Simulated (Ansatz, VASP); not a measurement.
**One calculation of SnGe2, two programs**

```
Sn Ge
1.0
     0.00000    2.44861    5.50916
     2.44788    0.00000    5.50916
     2.44788    2.44861    0.00000
Sn Ge
1 2
Direct
  0.00000 0.00000 0.00000
  0.68670 0.68670 0.31330
  0.31330 0.31330 0.68670
```

Alike in both runs: functional PBE; k mesh 14 × 14 × 14; occupations gaussian, width 0.1 eV; no spin polarisation.

Ansatz relaxed the structure, and its values are those at the end. VASP's run is a single point on that final structure, the one shown.

|  | VASP | Ansatz |
| --- | --- | --- |
| version | VASP 6.6.1 | Ansatz 0.2.0 |
| potentials or method | VASP PAW PBE potentials, release 64 (Sn_d, Ge_d), cutoff 520 eV | scalar-relativistic, plane waves, PAW |
| valence electrons in the cell | 42 | 42 |

```tsv
	VASP	Ansatz	Ansatz less VASP
gap on the k mesh at the Fermi level (eV)	none	none	-
pressure (GPa)	0.0	0.0	+0.01
```

A gap of «none» marks a metal or a gap that the smearing closes. The functional is the same, so the differences come from potentials, cutoffs and numerics.
